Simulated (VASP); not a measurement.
A run of VASP 6.6.1:

INCAR

```
PREC = Accurate
ENCUT = 520
EDIFF = 1E-6
ISMEAR = 0
SIGMA = 0.01
LREAL = Auto
LASPH = True
NELM = 120
ALGO = Normal
ISIF = 2
LWAVE = False
LCHARG = False
GGA = PE
NBANDS = 95
NELECT = 144.0
GGA_COMPAT = False
ISYM = -1
```

File KPOINTS:

```
explicit points
1
Reciprocal
  0.25000000   0.25000000   0.25000000 1
```

POSCAR

```
B17HN18
1.0
    7.4650312800      0.0000000000      0.0000000000
   -3.7325156400      6.4649067300      0.0000000000
    0.0000000000      0.0000000000      6.4954828800
B N H
17 18 1
Direct
    0.1171141531      0.2186812041      0.2419150539
    0.2214163359      0.1205426214      0.7593141784
    0.1164212942      0.5482003692      0.2433136992
    0.2193942973      0.4576314925      0.8077944226
    0.1160982231      0.8831784675      0.2391074279
    0.2169306353      0.7844829391      0.7450142901
    0.4516510341      0.2202815300      0.2322788917
    0.5500220310      0.1142454663      0.7372831337
    0.4473645871      0.5524061002      0.1431805342
    0.4513071277      0.8829357630      0.2440628544
    0.5452903095      0.7808346140      0.8073373089
    0.7827823415      0.2168407060      0.2543291723
    0.8842742428      0.1167465882      0.7693675253
    0.7793965499      0.5479624254      0.2318009574
    0.8836070362      0.4550854189      0.7351126470
    0.7809164270      0.8822647962      0.2418302424
    0.8793763743      0.7761078892      0.7560362957
    0.1089369047      0.2316264084      0.7845820732
    0.2271695253      0.1058930195      0.2363784965
    0.1096590745      0.5619297311      0.7453486120
    0.2254827913      0.4380559012      0.2303163624
    0.1068816463      0.8963769452      0.7479742242
    0.2271985125      0.7723696756      0.2402519939
    0.4378051441      0.2203680743      0.7370245303
    0.5602960411      0.1066139193      0.2525379241
    0.4237153092      0.5767365702      0.8972661761
    0.5609576545      0.4383400605      0.2052167295
    0.4401040278      0.8906942999      0.7448328573
    0.5614494146      0.7739873711      0.2308794057
    0.7743037445      0.2275586458      0.7452632928
    0.8936033730      0.1057321781      0.2570464833
    0.7764576030      0.5631018402      0.7301450321
    0.8929131787      0.4390765865      0.2513351417
    0.7706930983      0.8928473228      0.7851208121
    0.8938144701      0.7723757325      0.2354963495
    0.5481044824      0.3866535728      0.7398200194
```

Potentials or basis: VASP PAW PBE potentials, release 64 (B, N, H).

Launch:

```console
$ cat potpaw_PBE.64/B/POTCAR potpaw_PBE.64/N/POTCAR potpaw_PBE.64/H/POTCAR > POTCAR
$ mpirun -np 1 vasp_std > vasp.out
```

Hardware: 1 thread of Intel(R) Xeon(R) Platinum 8488C (Sapphire Rapids), on a shared host.

Task: How long does it take, and how much memory?

Result: It took 77 s on 1 thread of Intel(R) Xeon(R) Platinum 8488C (Sapphire Rapids), on a shared host, peak memory 0.37 GiB. Counts: scf iterations 16, k points 1.
